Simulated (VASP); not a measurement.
HfB2:

```xyz
3
Lattice="3.1400 0.0000 0.0000 -1.5700 2.7193 0.0000 0.0000 0.0000 3.4800" Properties=species:S:1:pos:R:3 pbc="T T T"
Hf    0.0000    0.0000    0.0000
B     1.5700    0.9064    1.7400
B     0.0000    1.8129    1.7400
```

```yaml
Program: VASP 6.6.1
Task: relaxation of cell and atoms
Functional: revPBE
Potentials_or_basis: VASP PAW PBE potentials, release 64 (Hf_pv, B)
Cutoff: 600 eV
k_mesh: 10 × 10 × 8
Occupations: fermi-dirac, width 0.05 eV
Spin: no spin polarisation
```

At the start: pressure 4.1 GPa; volume 9.90 Å³/atom.

Q: Where does the relaxation end?

A: Over 5 steps the energy falls by 2.1 meV/atom and the volume is 10.07 Å³/atom (+1.7 %); space group P6/mmm (No. 191, to 0.05 Å).

The path:
```
step  energy change (eV)  largest force (eV/Å)  pressure (GPa)  volume (Å³)
   1              0.0000                0.0000            4.08        29.71
   2              0.0032                0.0000           -4.76        30.81
   3             -0.0061                0.0000            0.03        30.20
   4             -0.0061                0.0000           -0.10        30.21
   5             -0.0062                0.0000           -0.09        30.21
```

Final structure:
```
Hf B
1.0
     3.15460    0.00000    0.00000
    -1.57730    2.73197    0.00000
     0.00000    0.00000    3.50570
Hf B
1 2
Direct
  0.00000 0.00000 0.00000
  0.66667 0.33333 0.50000
  0.33333 0.66667 0.50000
```

Caveat: the PAW data sets were made with another functional, which shifts forces and pressure a little.
